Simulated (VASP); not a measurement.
Here is a VASP 6.6.1 calculation.

INCAR

```
SYSTEM = InP
PREC = Accurate
ENCUT = 520
EDIFF = 1E-7
ISMEAR = 0
SIGMA = 0.05
LREAL = .FALSE.
LASPH = .TRUE.
NELM = 60
ALGO = Normal
ISIF = 2
LWAVE = .FALSE.
LCHARG = .TRUE.
GGA = PE
LELF = .TRUE.
LVHAR = .TRUE.
NBANDS = 16
```

File KPOINTS:

```
Automatic mesh
0
G
  10 10 10
  0 0 0
```

POSCAR

```
InP
1.0
    0.0000000000      2.9353336906      2.8906331776
    2.9353336906      0.0000000000      2.8906331776
    2.9353336906      2.9353336906      0.0000000000
In P
1 1
Direct
    0.0000000000      0.0000000000      0.0000000000
    0.7500000000      0.7500000000      0.7500000000
```

Potentials or basis: VASP PAW PBE potentials, release 64 (In_d, P).

Command:

```bash
$ cat potpaw_PBE.64/In_d/POTCAR potpaw_PBE.64/P/POTCAR > POTCAR
$ mpirun -np 1 vasp_std > vasp.out
```

Question: What does it give for the band gap on the k mesh?

Answer: 0.72 eV, direct.

Question: Estimate the pressure.

Answer: 4.1 GPa.

Stress tensor (GPa, compression positive):
```
3.88 0.00 0.00
0.00 3.88 0.00
0.00 0.00 4.46
```

Caveat: the cell differs from its parent crystal (strain -0.015 along x and y, -0.030 along z); spin-orbit coupling is left out, which moves the levels of the heavy elements.
